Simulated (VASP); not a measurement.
# CeHO2 (Cmcm) in VASP: single point with r2SCAN

Aim: the single point of CeHO2 with r2SCAN.

All numbers are computed with VASP 6.6.1; they aren't measurements. Logs are shortened: lines on timing, memory, paths and dates and some standing lists are left out, and cuts for length are marked.

### Step 1. The cell of the first run

The structure is orthorhombic, space group Cmcm (No. 63). The conventional cell has a = 5.351 Å, b = 8.592 Å, c = 4.418 Å, α = 90.00°, β = 90.00°, γ = 90.00°. H (site symmetry 2/m) has 4 O at 1.88 Å and 2 H at 2.21 Å within 2.5 Å. O (site symmetry m) has 2 H at 1.88 Å and 1 Ce at 2.45 Å within 2.5 Å. Ce (site symmetry m2m) has 8 O at 2.45 to 2.66 Å and 6 H at 3.16 to 3.19 Å within 3.2 Å.

### Step 2. Single point, r2SCAN

POSCAR reads:

```
CeHO2
1.0
    2.6757270000      4.2961060000      0.0000000000
    2.6757270000     -4.2961060000      0.0000000000
    0.0000000000      0.0000000000     -4.4175180000
H O Ce
2 4 2
Direct
    0.0000000000      0.0000000000      0.0000000000
    0.0000000000      0.0000000000      0.5000000000
    0.3330000000      0.1670000000      0.7500000000
    0.6670000000      0.8330000000      0.2500000000
    0.1670000000      0.3330000000      0.2500000000
    0.8330000000      0.6670000000      0.7500000000
    0.3440000000      0.6560000000      0.7500000000
    0.6560000000      0.3440000000      0.2500000000
```

INCAR.step1 reads:

```
SYSTEM = CeHO2
  PREC = Accurate
  ENCUT = 800
  ISMEAR = 0
  SIGMA = 0.2682
  LREAL = .FALSE.
  LASPH = .TRUE.
  NELM = 200
  NELECT = 52.0
  NBANDS = 35
  GGA = PE
  ALGO = Normal
  EDIFF = 1E-5
  LWAVE = .TRUE.
  LCHARG = .FALSE.
  GGA_COMPAT = .FALSE.
  LMAXMIX = 6
```

INCAR.step2 reads:

```
SYSTEM = CeHO2
  PREC = Accurate
  ENCUT = 800
  EDIFF = 1E-6
  ISMEAR = 0
  SIGMA = 0.2682
  LREAL = .FALSE.
  LASPH = .TRUE.
  NELM = 200
  ALGO = Normal
  ISIF = 2
  LWAVE = .FALSE.
  LCHARG = .FALSE.
  METAGGA = R2SCAN
  LMIXTAU = .TRUE.
  NELECT = 52.0
  NBANDS = 35
  ISTART = 1
  GGA_COMPAT = .FALSE.
  LMAXMIX = 6
```

KPOINTS reads:

```
Automatic mesh
0
G
  4 4 5
  0 0 0
```

Potentials or basis: VASP PAW PBE potentials, release 64 (H, O, Ce).

Command:

```
> cat potpaw_PBE.64/H/POTCAR potpaw_PBE.64/O/POTCAR potpaw_PBE.64/Ce/POTCAR > POTCAR
> cp INCAR.step1 INCAR
> mpirun -np 1 vasp_std > vasp.out
> cp INCAR.step2 INCAR
> mpirun -np 1 vasp_std > vasp.out
```

OUTCAR:

```text
SYSTEM = CeHO2
   PREC = Accurate
   ENCUT = 800
   EDIFF = 1E-6
   ISMEAR = 0
   LREAL = .FALSE.
   LASPH = .TRUE.
   NELM = 200
   ISIF = 2
   METAGGA = R2SCAN
   NELECT = 52.0
   ISTART = 1

 ion  position               nearest neighbor table
   1  0.000  0.000  0.000-
   2  0.000  0.000  0.500-
   3  0.333  0.167  0.750-   7 2.45
   4  0.667  0.833  0.250-   8 2.45
   5  0.167  0.333  0.250-   8 2.45
   6  0.833  0.667  0.750-   7 2.45
   7  0.344  0.656  0.750-   3 2.45   6 2.45
   8  0.656  0.344  0.250-   4 2.45   5 2.45

  LATTYP: Found a base centered orthorhombic cell.
 ALAT       =     5.3514540000
 B/A-ratio  =     1.6055845757
 C/A-ratio  =     0.8254799537

  Lattice vectors:

 A1 = (   2.6757270000,   4.2961060000,   0.0000000000)
 A2 = (   2.6757270000,  -4.2961060000,   0.0000000000)
 A3 = (   0.0000000000,   0.0000000000,  -4.4175180000)

Analysis of symmetry for initial positions (statically):
=====================================================================
 Subroutine PRICEL returns:
 Original cell was already a primitive cell.

 Routine SETGRP: Setting up the symmetry group for a
 base centered orthorhombic supercell.

 Subroutine GETGRP returns: Found  8 space group operations
 (whereof  4 operations were pure point group operations)
 out of a pool of  8 trial point group operations.

The static configuration has the point symmetry C_2h.
 The point group associated with its full space group is D_2h.

Analysis of symmetry for dynamics (positions and initial velocities):
=====================================================================
 Subroutine PRICEL returns:
 Original cell was already a primitive cell.

 Routine SETGRP: Setting up the symmetry group for a
 base centered orthorhombic supercell.

 Subroutine GETGRP returns: Found  8 space group operations
 (whereof  4 operations were pure point group operations)
 out of a pool of  8 trial point group operations.

The dynamic configuration has the point symmetry C_2h.
 The point group associated with its full space group is D_2h.

 Subroutine INISYM returns: Found  8 space group operations
[... 103 lines left out ...]
   ENCUT  =  800.0 eV  58.80 Ry    7.67 a.u.  11.67 11.67 10.19*2*pi/ulx,y,z
   NELM   =    200;   NELMIN=  2; NELMDL=  0     # of ELM steps
   EDIFF  = 0.1E-05   stopping-criterion for ELM
   LREAL  =      F    real-space projection
   EDIFFG = 0.1E-04   stopping-criterion for IOM
   NSW    =      0    number of steps for IOM
   IBRION =     -1    ionic relax: 0-MD 1-quasi-New 2-CG
   NFREE  =      0    steps in history (QN), initial steepest desc. (CG)
   ISIF   =      2    stress and relaxation
   ISYM   =      2    0-nonsym 1-usesym 2-fastsym
   POTIM  = 0.5000    time-step for ionic-motion
   TEBEG  =    0.0;   TEEND  =   0.0 temperature during run
   PSTRESS=    0.0 pullay stress
   NELECT =      52.0000    total number of electrons
   NUPDOWN=      -1.0000    fix difference up-down
   EMIN   =  10.00;   EMAX   =-10.00  energy-range for DOS
   EFERMI =   0.00;   METHOD = LEGACY
   ISMEAR =     0;   SIGMA  =   0.27  broadening in eV -4-tet -1-fermi 0-gaus
   EFERMI_NEDOS =   21; number of points for ismear=-14 and -15
   IALGO  =     38    algorithm
   IMIX   =      4    mixing-type and parameters
     AMIX     =   0.40;   BMIX     =  1.00
     AMIX_MAG =   1.60;   BMIX_MAG =  1.00
  volume/ion in A,a.u.               =      12.70        85.67
  Fermi-wavevector in a.u.,A,eV,Ry     =   1.309687  2.474950 23.337808  1.715280
  Thomas-Fermi vector in A             =   2.440269
   LORBIT       =      0    0 simple, 1 ext, 2 COOP (PROOUT), +10 PAW based schemes
   METAGGA = R2SCAN    functional components
   LHFCALC =     F    Hartree Fock is set to
   AEXX    =    0.0000 exact exchange contribution
   IVDW    =     0    specifies the selected vdW correction
   LEPSILON=     F    determine dielectric tensor
   LRPA    =     F    only Hartree local field effects (RPA)
 non-spin polarized calculation
 Gauss-broadening in eV      SIGMA  =   0.27
  energy-cutoff  :      800.00
  volume of cell :      101.56
 maximum number of plane-waves:      5240
 NGX is ok and might be reduce to    48
   NGX = 23   NGY = 23   NGZ = 21

 number of electron      52.0000003 magnetization

 Free energy of the ion-electron system (eV)
  ---------------------------------------------------
  ext. energy  EPLUGINS =         0.00000000
  ---------------------------------------------------
  free energy    TOTEN  =       -92.58457251 eV

  energy without entropy =      -92.22097491  energy(sigma->0) =      -92.40277371

 E-fermi :   6.9553     XC(G=0): -11.5452

 val. band max:        6.9404968576   @ k =   0.5000  -0.0000   0.2000
 cond. band min:       6.9653781853   @ k =   0.5000   0.2500   0.4000
 fundamental gap:      0.0248813278
 Fermi energy:         6.9553012350

 k-point     1 :       0.0000    0.0000    0.0000
  band No.  band energies     occupation
      1     -29.7618      2.00000
      2     -29.5148      2.00000
      3     -14.1442      2.00000
      4     -13.8201      2.00000
      5     -13.2263      2.00000
      6     -13.0638      2.00000
[... 787 lines left out ...]
     34       7.4872      0.00504
     35       7.4908      0.00475

------------------------ aborting loop because EDIFF is reached ----------------------------------------

  FORCE on cell =-STRESS in cart. coord.  units (eV):
  Direction    XX          YY          ZZ          XY          YZ          ZX
  --------------------------------------------------------------------------------------
  -------------------------------------------------------------------------------------
  Total       12.3518574      4.3336078      9.6840002      0.0000000     -0.0000000      0.0000000
  in kB      194.8577746     68.3651980    152.7707669      0.0000000     -0.0000000      0.0000000
  external PRESSURE =     138.6645798 kB  Pullay stress =       0.0000000 kB

 VOLUME and BASIS-vectors are now :
 -----------------------------------------------------------------------------
  energy-cutoff  :      800.00
  volume of cell :      101.56
      direct lattice vectors                 reciprocal lattice vectors
     2.675727000  4.296106000  0.000000000     0.186865102  0.116384465  0.000000000
     2.675727000 -4.296106000  0.000000000     0.186865102 -0.116384465  0.000000000
     0.000000000  0.000000000 -4.417518000     0.000000000  0.000000000 -0.226371460

 POSITION                                       TOTAL-FORCE (eV/Angst)
 -----------------------------------------------------------------------------------
      0.00000      0.00000      0.00000         0.000000      0.000000     -0.000000
      0.00000      0.00000     -2.20876         0.000000      0.000000     -0.000000
      1.33786      0.71315     -3.31314         0.650306      1.449361     -0.000000
      4.01359     -0.71315     -1.10438        -0.650306     -1.449361      0.000000
      1.33786     -0.71315     -1.10438         0.650306     -1.449361      0.000000
      4.01359      0.71315     -3.31314        -0.650306      1.449361     -0.000000
      2.67573     -1.34039     -3.31314         0.000000      0.370865      0.000000
      2.67573      1.34039     -1.10438         0.000000     -0.370865     -0.000000
 -----------------------------------------------------------------------------------
    total drift:                                0.000000      0.000000      0.000000

  FREE ENERGIE OF THE ION-ELECTRON SYSTEM (eV)
  ---------------------------------------------------
  free  energy   TOTEN  =       -92.5845725055 eV

  energy  without entropy=      -92.2209749126  energy(sigma->0) =      -92.40277371
```

OUTCAR.step1:

```text
SYSTEM = CeHO2
   PREC = Accurate
   ENCUT = 800
   ISMEAR = 0
   LREAL = .FALSE.
   LASPH = .TRUE.
[... 1042 lines left out ...]
      4.01359      0.71315     -3.31314        -0.531055      1.329302      0.000000
      2.67573     -1.34039     -3.31314        -0.000000      0.292873     -0.000000
      2.67573      1.34039     -1.10438        -0.000000     -0.292873      0.000000
 -----------------------------------------------------------------------------------
    total drift:                               -0.000000      0.000000      0.000000

  FREE ENERGIE OF THE ION-ELECTRON SYSTEM (eV)
  ---------------------------------------------------
  free  energy   TOTEN  =       -38.0774438324 eV

  energy  without entropy=      -37.6798424545  energy(sigma->0) =      -37.87864314
```

OSZICAR.step1:

```text
N       E                     dE             d eps       ncg     rms          rms(c)
DAV:   1     0.662151446296E+03    0.66215E+03   -0.29612E+04  1470   0.249E+03
DAV:   2     0.129442920944E+03   -0.53271E+03   -0.49108E+03  1750   0.436E+02
DAV:   3    -0.260330841671E+02   -0.15548E+03   -0.14966E+03  1833   0.221E+02
DAV:   4    -0.442680492866E+02   -0.18235E+02   -0.17612E+02  2389   0.615E+01
DAV:   5    -0.454094553070E+02   -0.11414E+01   -0.11200E+01  2520   0.160E+01    0.230E+01
DAV:   6    -0.420383058842E+02    0.33711E+01   -0.11436E+02  2124   0.421E+01    0.213E+01
DAV:   7    -0.398995859631E+02    0.21387E+01   -0.77880E+01  2421   0.629E+01    0.175E+01
DAV:   8    -0.384030563564E+02    0.14965E+01   -0.10125E+01  2276   0.157E+01    0.105E+01
DAV:   9    -0.385462629852E+02   -0.14321E+00   -0.12443E+01  2380   0.149E+01    0.648E+00
DAV:  10    -0.380846217592E+02    0.46164E+00   -0.23270E+00  2721   0.853E+00    0.198E+00
DAV:  11    -0.380752202669E+02    0.94015E-02   -0.34101E-01  2364   0.266E+00    0.604E-01
DAV:  12    -0.380819282394E+02   -0.67080E-02   -0.38489E-02  2844   0.934E-01    0.836E-01
DAV:  13    -0.380785505698E+02    0.33777E-02   -0.15180E-02  2372   0.660E-01    0.337E-01
DAV:  14    -0.380775751591E+02    0.97541E-03   -0.23084E-02  2588   0.620E-01    0.145E-01
DAV:  15    -0.380774211315E+02    0.15403E-03   -0.18402E-03  2260   0.200E-01    0.575E-02
DAV:  16    -0.380774532889E+02   -0.32157E-04   -0.33368E-04  2340   0.485E-02    0.511E-02
DAV:  17    -0.380774376334E+02    0.15656E-04   -0.27378E-04  1988   0.563E-02    0.159E-02
DAV:  18    -0.380774438324E+02   -0.61990E-05   -0.98998E-05  1452   0.250E-02
   1 F= -.38077444E+02 E0= -.37878643E+02  d E =-.397601E+00
```

Wall time 11 min (1 thread of Intel Xeon Platinum 8375C at 2.90GHz (Ice Lake), shared host); peak memory 0.43 GiB.

What came out:

```
Free energy   : -92.5846 eV
Largest force : 1.589 eV/Å
```

Forces on the atoms (eV/Å):
```
H    0.000  0.000  0.000
H    0.000  0.000  0.000
O    0.650  1.449  0.000
O   -0.650 -1.449  0.000
O    0.650 -1.449  0.000
O   -0.650  1.449  0.000
Ce   0.000  0.371  0.000
Ce   0.000 -0.371  0.000
```

Levels at points of the mesh, in eV from the Fermi level:
| k point | band 23 | band 24 | band 25 | band 26 | band 27 | band 28 | band 29 | band 30 |
| --- | --- | --- | --- | --- | --- | --- | --- | --- |
| (0.00, 0.00, 0.00) | -3.26 | -2.74 | -1.51 | -0.85 | -0.69 | 0.38 | 0.38 | 0.47 |
| (0.50, 0.00, 0.00) | -4.06 | -3.31 | 0.04 | 0.05 | 0.09 | 0.22 | 0.32 | 0.42 |
| (0.50, 0.50, 0.00) | -3.20 | -2.69 | 0.04 | 0.05 | 0.12 | 0.22 | 0.33 | 0.37 |

Caveat: the cell carries a net charge on a neutralising background, which shifts energy and pressure; the cell is charged against a uniform background, so pressure and absolute levels hang on convention; so wide a smearing shifts energies and pressures; the PAW data sets were made with another functional, which shifts forces and pressure a little; spin-orbit coupling is left out, which moves the levels of the heavy elements; the run has no spin polarisation, though such a crystal can be magnetic; semilocal functionals describe open f shells poorly, which spoils levels, moments and volumes. Spin polarisation is off, so any magnetic state and its effect on volume and gap are missing.
